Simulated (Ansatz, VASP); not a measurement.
**Mg4Ge3N in VASP and in Ansatz**

```xyz
8
Lattice="3.1596 0.0000 0.0000 -1.5798 2.7363 0.0000 0.0000 0.0000 15.9660" Properties=species:S:1:pos:R:3 pbc="T T T"
Mg    0.0000    0.0000    1.2104
Mg    0.0000    0.0000   10.2028
Mg    0.0000    0.0000    5.7632
Mg    0.0000    0.0000   14.7556
Ge    1.5798    0.9121    7.9830
Ge    0.0000    1.8242    3.5812
Ge    0.0000    1.8242   12.3848
N     1.5798    0.9121    0.0000
```

Change from the starting cell: species swapped into the Mn4Te3Se type (P-6m2, No. 187).

Alike in both runs: functional PBE; k mesh 12 × 12 × 2; occupations gaussian, width 0.1 eV; no spin polarisation.

Ansatz relaxed the structure, and its values are those at the end. VASP's run is a single point on that final structure, the one shown.

|  | VASP | Ansatz |
| --- | --- | --- |
| version | VASP 6.6.1 | Ansatz 0.2.0 |
| potentials or method | VASP PAW PBE potentials, release 64 (Mg, Ge_d, N), cutoff 520 eV | scalar-relativistic, plane waves, PAW |
| valence electrons in the cell | 55 | 87 |

Ansatz gave:

* gap on the k mesh at the Fermi level (eV): none
* pressure (GPa): 0.0
* rms of the force components (eV/Å): 0.001

Q: Estimate VASP's values.

A: gap on the k mesh at the Fermi level (eV): none; pressure (GPa): -0.2; rms of the force components (eV/Å): 0.005.

A gap of «none» marks a metal or a gap that the smearing closes. With one functional, cell and mesh, what is left measures potentials, basis and numerics. VASP's potentials hold 55 valence electrons a cell and Ansatz's 87, so a difference there can come from the potentials and not from the codes.
